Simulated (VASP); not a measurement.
A run of VASP 6.6.1 is set up as follows.

File INCAR:

```
SYSTEM = H2Ru12N
  PREC = Accurate
  ENCUT = 520
  EDIFF = 1E-6
  ISMEAR = -1
  SIGMA = 0.05
  LREAL = Auto
  LASPH = .True.
  NELM = 80
  ALGO = Normal
  ISIF = 2
  LWAVE = .False.
  LCHARG = .False.
  GGA = PS
  NBANDS = 100
```

KPOINTS

```
regular mesh
0
Gamma
  2 2 1
  0 0 0
```

The input POSCAR:

```
H2Ru12N
1.0
    5.4000000000      0.0000000000      0.0000000000
    2.7000000000      4.6765370000      0.0000000000
    0.0000000000      0.0000000000     17.2768000000
Ru N H
12 1 2
Direct
    0.0000000000      0.0000000000      0.0578810891
    0.5000000000      0.0000000000      0.0578810891
   -0.0000033679      0.5000067358      0.0578810891
    0.4999966321      0.5000067358      0.0578810891
   -0.1677306905      0.3328317514      0.1806700315
    0.3372741210      0.3313776840      0.1806063623
   -0.1683614954      0.8365378056      0.1804963882
    0.3332437907      0.8330309372      0.1812141137
    0.0010122821     -0.0023949345      0.3010858492
    0.5004379472      0.0002352168      0.3015257455
    0.0115429210      0.5038771210      0.2759770328
    0.5000500905      0.4998998190      0.3016936007
    1.0204494848      0.4638047341      0.4435775144
    1.2744822285      0.8334799874      0.3604486942
    0.6398247371      0.1868690443      0.3896381274
```

Potentials or basis: VASP PAW PBE potentials, release 64 (Ru_pv, N, H).

Run with:

```sh
$ cat potpaw_PBE.64/Ru_pv/POTCAR potpaw_PBE.64/N/POTCAR potpaw_PBE.64/H/POTCAR > POTCAR
$ mpirun -np 1 vasp_std > vasp.out
```

(1) What does it give for the largest force?

(2) Estimate the band gap on the k mesh.

Answers

(1) 10.749 eV/Å.

(2) zero (an odd number of electrons rules out a gap without spin polarisation).

Caveat: the k points lie up to 0.67 Å⁻¹ apart, too coarse for converged energies and pressures of a metal; there is no dipole correction, which matters where the two faces differ; the PAW data sets were made with another functional, which shifts forces and pressure a little.
